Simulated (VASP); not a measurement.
# GaP (F-43m) in VASP: notebook

GaP is run at these levels: PBEsol, r2SCAN; tasks: single point.

Program: VASP 6.6.1. These are calculated values, not measurements. Logs are shortened: lines on timing, memory, paths and dates and some standing lists are left out, and cuts for length are marked.

## 1. The cell of the first run

Symmetry: F-43m, No. 216, cubic system. The conventional cell has a = 5.601 Å, b = 5.601 Å, c = 5.601 Å, α = 90.00°, β = 90.00°, γ = 90.00°. Within 3.2 Å of Ga (site symmetry -43m) lie 4 P at 2.43 Å. P (site symmetry -43m) has 4 Ga at 2.43 Å within 3.2 Å.

## 2. Single point, PBEsol (strained)

INCAR

```
ALGO = Normal
EDIFF = 1E-6
ENCUT = 520
GGA = PS
ISIF = 2
ISMEAR = 0
LASPH = True
LCHARG = False
LREAL = False
LWAVE = False
NBANDS = 16
NELM = 80
PREC = Accurate
SIGMA = 0.02
```

KPOINTS

```
k-points
0
Gamma
  8 8 8
```

POSCAR

```
GaP
1.0
    0.0000000000      2.8003578900      2.8003578900
    2.8003578900      0.0000000000      2.8003578900
    2.8003578900      2.8003578900      0.0000000000
Ga P
1 1
Direct
    0.0000000000      0.0000000000      0.0000000000
    0.7500000000      0.7500000000      0.7500000000
```

Potentials or basis: VASP PAW PBE potentials, release 64 (Ga_d, P).

Started as:

```
$ cat potpaw_PBE.64/Ga_d/POTCAR potpaw_PBE.64/P/POTCAR > POTCAR
$ mpirun -np 1 vasp_std > vasp.out
```

OUTCAR:

```text
EDIFF = 1E-6
   ENCUT = 520
   GGA = PS
   ISIF = 2
   ISMEAR = 0
   LASPH = True
   LREAL = False
   NELM = 80
   PREC = Accurate

 ion  position               nearest neighbor table
   1  0.000  0.000  0.000-   2 2.43   2 2.43   2 2.43   2 2.43
   2  0.750  0.750  0.750-   1 2.43   1 2.43   1 2.43   1 2.43

  LATTYP: Found a face centered cubic cell.
 ALAT       =     5.6007157800

  Lattice vectors:

 A1 = (   0.0000000000,   2.8003578900,   2.8003578900)
 A2 = (   2.8003578900,   0.0000000000,   2.8003578900)
 A3 = (   2.8003578900,   2.8003578900,   0.0000000000)

Analysis of symmetry for initial positions (statically):
=====================================================================
 Subroutine PRICEL returns:
 Original cell was already a primitive cell.

 Routine SETGRP: Setting up the symmetry group for a
 face centered cubic supercell.

 Subroutine GETGRP returns: Found 24 space group operations
 (whereof 24 operations were pure point group operations)
 out of a pool of 48 trial point group operations.

The static configuration has the point symmetry T_d .

Analysis of symmetry for dynamics (positions and initial velocities):
=====================================================================
 Subroutine PRICEL returns:
 Original cell was already a primitive cell.

 Routine SETGRP: Setting up the symmetry group for a
 face centered cubic supercell.

 Subroutine GETGRP returns: Found 24 space group operations
 (whereof 24 operations were pure point group operations)
 out of a pool of 48 trial point group operations.

The dynamic configuration has the point symmetry T_d .

 Subroutine INISYM returns: Found 24 space group operations
 (whereof 24 operations are pure point group operations),
 and found     1 'primitive' translations

----------------------------------------------------------------------------------------

                                     Primitive cell

  volume of cell :      43.9208

  direct lattice vectors                    reciprocal lattice vectors
     0.000000000  2.800357890  2.800357890    -0.178548607  0.178548607  0.178548607
     2.800357890  0.000000000  2.800357890     0.178548607 -0.178548607  0.178548607
     2.800357890  2.800357890  0.000000000     0.178548607  0.178548607 -0.178548607

  length of vectors
     3.960304108  3.960304108  3.960304108     0.309255259  0.309255259  0.309255259

  position of ions in fractional coordinates (direct lattice)
     0.000000000  0.000000000  0.000000000
     0.750000000  0.750000000  0.750000000

  ion indices of the primitive-cell ions
   primitive index   ion index
                 1           1
                 2           2

----------------------------------------------------------------------------------------

 KPOINTS: k-points

Automatic generation of k-mesh.
 Grid dimensions read from file:
 generate k-points for:    8    8    8

 Generating k-lattice:

  Cartesian coordinates                     Fractional coordinates (reciprocal lattice)
    -0.022318576  0.022318576  0.022318576     0.125000000  0.000000000  0.000000000
     0.022318576 -0.022318576  0.022318576     0.000000000  0.125000000  0.000000000
     0.022318576  0.022318576 -0.022318576     0.000000000  0.000000000  0.125000000

  Length of vectors
     0.038656907  0.038656907  0.038656907

  Shift w.r.t. Gamma in fractional coordinates (k-lattice)
     0.000000000  0.000000000  0.000000000

 Subroutine IBZKPT returns following result:
 ===========================================

 Found     29 irreducible k-points:

 Following reciprocal coordinates:
            Coordinates               Weight
  0.000000  0.000000  0.000000      1.000000
  0.125000  0.000000  0.000000      8.000000
  0.250000  0.000000  0.000000      8.000000
  0.375000  0.000000  0.000000      8.000000
  0.500000  0.000000  0.000000      4.000000
  0.125000  0.125000  0.000000      6.000000
[... 16 lines left out ...]
  0.500000  0.250000  0.125000     48.000000
 -0.375000  0.250000  0.125000     24.000000
 [... further k-points ...]
   k-points           NKPTS =     29   k-points in BZ     NKDIM =     29   number of bands    NBANDS=     16
   number of dos      NEDOS =    301   number of ions     NIONS =      2
   total plane-waves  NPLWV =  27000
   dimension x,y,z NGX =    30 NGY =   30 NGZ =   30
   dimension x,y,z NGXF=    60 NGYF=   60 NGZF=   60
   ions per type =               1   1
   NGX,Y,Z   is equivalent  to a cutoff of  12.59, 12.59, 12.59 a.u.
   NGXF,Y,Z  is equivalent  to a cutoff of  25.19, 25.19, 25.19 a.u.
 SYSTEM =  unknown system
   PREC   = accura    normal or accurate (medium, high low for compatibility)
   ISTART =      0    job   : 0-new  1-cont  2-samecut
   ICHARG =      2    charge: 1-file 2-atom 10-const
   ISPIN  =      1    spin polarized calculation?
   LNONCOLLINEAR =      F non collinear calculations
   LSORBIT =      F    spin-orbit coupling
   LASPH  =      T    aspherical Exc in radial PAW
   ENCUT  =  520.0 eV  38.22 Ry    6.18 a.u.   7.36  7.36  7.36*2*pi/ulx,y,z
   NELM   =     80;   NELMIN=  2; NELMDL= -5     # of ELM steps
   EDIFF  = 0.1E-05   stopping-criterion for ELM
   LREAL  =      F    real-space projection
   EDIFFG = 0.1E-04   stopping-criterion for IOM
   NSW    =      0    number of steps for IOM
   IBRION =     -1    ionic relax: 0-MD 1-quasi-New 2-CG
   NFREE  =      0    steps in history (QN), initial steepest desc. (CG)
   ISIF   =      2    stress and relaxation
   ISYM   =      2    0-nonsym 1-usesym 2-fastsym
   POTIM  = 0.5000    time-step for ionic-motion
   TEBEG  =    0.0;   TEEND  =   0.0 temperature during run
   PSTRESS=    0.0 pullay stress
   NELECT =      18.0000    total number of electrons
   NUPDOWN=      -1.0000    fix difference up-down
   EMIN   =  10.00;   EMAX   =-10.00  energy-range for DOS
   EFERMI =   0.00;   METHOD = LEGACY
   ISMEAR =     0;   SIGMA  =   0.02  broadening in eV -4-tet -1-fermi 0-gaus
   EFERMI_NEDOS =   21; number of points for ismear=-14 and -15
   IALGO  =     38    algorithm
   IMIX   =      4    mixing-type and parameters
     AMIX     =   0.40;   BMIX     =  1.00
     AMIX_MAG =   1.60;   BMIX_MAG =  1.00
  volume/ion in A,a.u.               =      21.96       148.20
  Fermi-wavevector in a.u.,A,eV,Ry     =   1.216024  2.297952 20.119129  1.478714
  Thomas-Fermi vector in A             =   2.351392
   LORBIT       =      0    0 simple, 1 ext, 2 COOP (PROOUT), +10 PAW based schemes
   GGA     = PS    functional components
   LHFCALC =     F    Hartree Fock is set to
   AEXX    =    0.0000 exact exchange contribution
   IVDW    =     0    specifies the selected vdW correction
   LEPSILON=     F    determine dielectric tensor
   LRPA    =     F    only Hartree local field effects (RPA)
 non-spin polarized calculation
 Gauss-broadening in eV      SIGMA  =   0.02
  energy-cutoff  :      520.00
  volume of cell :       43.92
 maximum number of plane-waves:      1243
 NGX is ok and might be reduce to    30
   NGX = 15   NGY = 15   NGZ = 15

 number of electron      18.0000013 magnetization

 Free energy of the ion-electron system (eV)
  ---------------------------------------------------
  ext. energy  EPLUGINS =         0.00000000
  ---------------------------------------------------
  free energy    TOTEN  =        -9.84339561 eV

  energy without entropy =       -9.84339561  energy(sigma->0) =       -9.84339561

 E-fermi :   3.8774     XC(G=0):  -9.6569

 val. band max:        3.7714924331   @ k =   0.0000   0.0000   0.0000
 cond. band min:       4.8666182203   @ k =   0.0000   0.0000   0.0000
 fundamental gap:      1.0951257872
 Fermi energy:         3.8773955011

 k-point     1 :       0.0000    0.0000    0.0000
  band No.  band energies     occupation
      1     -10.6508      2.00000
      2     -10.6508      2.00000
      3     -10.6508      2.00000
      4     -10.5727      2.00000
      5     -10.5727      2.00000
      6      -8.1655      2.00000
[... 8 lines left out ...]
     15      13.4207      0.00000
     16      13.4207      0.00000

 k-point     2 :       0.1250    0.0000    0.0000
  band No.  band energies     occupation
      1     -10.6601      2.00000
      2     -10.6472      2.00000
      3     -10.6472      2.00000
      4     -10.5727      2.00000
      5     -10.5727      2.00000
      6      -7.9827      2.00000
[... 8 lines left out ...]
     15      12.8084      0.00000
     16      12.8727      0.00000

 k-point     3 :       0.2500    0.0000    0.0000
  band No.  band energies     occupation
      1     -10.6813      2.00000
      2     -10.6394      2.00000
      3     -10.6394      2.00000
      4     -10.5717      2.00000
      5     -10.5717      2.00000
      6      -7.4655      2.00000
[... 8 lines left out ...]
     15      12.6107      0.00000
     16      13.2570      0.00000

 k-point     4 :       0.3750    0.0000    0.0000
  band No.  band energies     occupation
      1     -10.7013      2.00000
      2     -10.6335      2.00000
      3     -10.6335      2.00000
      4     -10.5689      2.00000
      5     -10.5689      2.00000
      6      -6.7538      2.00000
[... 8 lines left out ...]
     15      13.7080      0.00000
     16      13.7080      0.00000

 k-point     5 :       0.5000    0.0000    0.0000
  band No.  band energies     occupation
      1     -10.7093      2.00000
      2     -10.6316      2.00000
      3     -10.6316      2.00000
      4     -10.5671      2.00000
      5     -10.5671      2.00000
      6      -6.3314      2.00000
[... 8 lines left out ...]
     15      15.1618      0.00000
     16      15.1618      0.00000

 k-point     6 :       0.1250    0.1250    0.0000
  band No.  band energies     occupation
      1     -10.6667      2.00000
      2     -10.6437      2.00000
      3     -10.6437      2.00000
      4     -10.5757      2.00000
      5     -10.5703      2.00000
      6      -7.9217      2.00000
[... 8 lines left out ...]
     15      13.2128      0.00000
     16      13.6579      0.00000

 k-point     7 :       0.2500    0.1250    0.0000
  band No.  band energies     occupation
      1     -10.6838      2.00000
      2     -10.6372      2.00000
      3     -10.6356      2.00000
      4     -10.5779      2.00000
      5     -10.5680      2.00000
      6      -7.5140      2.00000
[... 8 lines left out ...]
     15      13.6329      0.00000
     16      14.3287      0.00000

 k-point     8 :       0.3750    0.1250    0.0000
  band No.  band energies     occupation
      1     -10.7012      2.00000
      2     -10.6320      2.00000
      3     -10.6289      2.00000
      4     -10.5766      2.00000
      5     -10.5659      2.00000
      6      -6.8491      2.00000
[... 8 lines left out ...]
     15      14.1587      0.00000
     16      14.4078      0.00000

 k-point     9 :       0.5000    0.1250    0.0000
  band No.  band energies     occupation
      1     -10.7108      2.00000
      2     -10.6297      2.00000
      3     -10.6265      2.00000
      4     -10.5722      2.00000
      5     -10.5661      2.00000
      6      -6.2564      2.00000
[... 8 lines left out ...]
     15      15.1046      0.00000
     16      15.1602      0.00000
[... 172 lines left out ...]
 k-point    19 :       0.5000    0.3750    0.0000
  band No.  band energies     occupation
      1     -10.7335      2.00000
      2     -10.6077      2.00000
      3     -10.6047      2.00000
      4     -10.5937      2.00000
      5     -10.5585      2.00000
      6      -5.7119      2.00000
[... 8 lines left out ...]
     15      15.5136      0.00000
     16      16.3595      0.00000

 k-point    20 :      -0.3750    0.3750    0.0000
  band No.  band energies     occupation
      1     -10.7269      2.00000
      2     -10.6153      2.00000
      3     -10.6078      2.00000
      4     -10.5868      2.00000
      5     -10.5633      2.00000
      6      -5.5675      2.00000
[... 8 lines left out ...]
     15      13.9586      0.00000
     16      17.6163      0.00000

 k-point    21 :       0.5000    0.5000    0.0000
  band No.  band energies     occupation
      1     -10.7400      2.00000
      2     -10.6009      2.00000
      3     -10.6009      2.00000
      4     -10.5986      2.00000
      5     -10.5561      2.00000
      6      -5.5290      2.00000
[... 8 lines left out ...]
     15      15.9955      0.00000
     16      16.3668      0.00000

 k-point    22 :       0.3750    0.2500    0.1250
  band No.  band energies     occupation
      1     -10.6994      2.00000
      2     -10.6302      2.00000
      3     -10.6272      2.00000
      4     -10.5805      2.00000
      5     -10.5658      2.00000
      6      -7.0243      2.00000
[... 8 lines left out ...]
     15      14.5249      0.00000
     16      15.5132      0.00000

 k-point    23 :       0.5000    0.2500    0.1250
  band No.  band energies     occupation
      1     -10.7111      2.00000
      2     -10.6274      2.00000
      3     -10.6202      2.00000
      4     -10.5789      2.00000
      5     -10.5658      2.00000
      6      -6.3566      2.00000
[... 8 lines left out ...]
     15      14.7736      0.00000
     16      16.1419      0.00000

 k-point    24 :      -0.3750    0.2500    0.1250
  band No.  band energies     occupation
      1     -10.7154      2.00000
      2     -10.6270      2.00000
      3     -10.6177      2.00000
      4     -10.5763      2.00000
      5     -10.5671      2.00000
      6      -5.9672      2.00000
[... 8 lines left out ...]
     15      15.3662      0.00000
     16      15.7533      0.00000

 [... further k-points ...]
[... 5 lines left out ...]
  --------------------------------------------------------------------------------------
  -------------------------------------------------------------------------------------
  Total       -1.7002114     -1.7002114     -1.7002114     -0.0000000      0.0000000     -0.0000000
  in kB      -62.0215896    -62.0215896    -62.0215896     -0.0000000      0.0000000     -0.0000000
  external PRESSURE =     -62.0215896 kB  Pullay stress =       0.0000000 kB

 VOLUME and BASIS-vectors are now :
 -----------------------------------------------------------------------------
  energy-cutoff  :      520.00
  volume of cell :       43.92
      direct lattice vectors                 reciprocal lattice vectors
     0.000000000  2.800357890  2.800357890    -0.178548607  0.178548607  0.178548607
     2.800357890  0.000000000  2.800357890     0.178548607 -0.178548607  0.178548607
     2.800357890  2.800357890  0.000000000     0.178548607  0.178548607 -0.178548607

 POSITION                                       TOTAL-FORCE (eV/Angst)
 -----------------------------------------------------------------------------------
      0.00000      0.00000      0.00000         0.000000     -0.000000     -0.000000
      4.20054      4.20054      4.20054        -0.000000      0.000000      0.000000
 -----------------------------------------------------------------------------------
    total drift:                               -0.000000     -0.000000     -0.000000

  FREE ENERGIE OF THE ION-ELECTRON SYSTEM (eV)
  ---------------------------------------------------
  free  energy   TOTEN  =        -9.8433956134 eV

  energy  without entropy=       -9.8433956134  energy(sigma->0) =       -9.84339561
```

Wall time 14 s (1 thread of Intel Xeon 6975P-C, shared host); peak memory 0.18 GiB.

Results:

* Free energy: -9.8434 eV
* Pressure: -6.2 GPa
* Band gap on the k mesh: 1.10 eV, direct

Caveat: the cell differs from its parent crystal (strained); the PAW data sets were made with another functional, which shifts forces and pressure a little. A k mesh can miss the band edges.

[end of part 1 of 2]
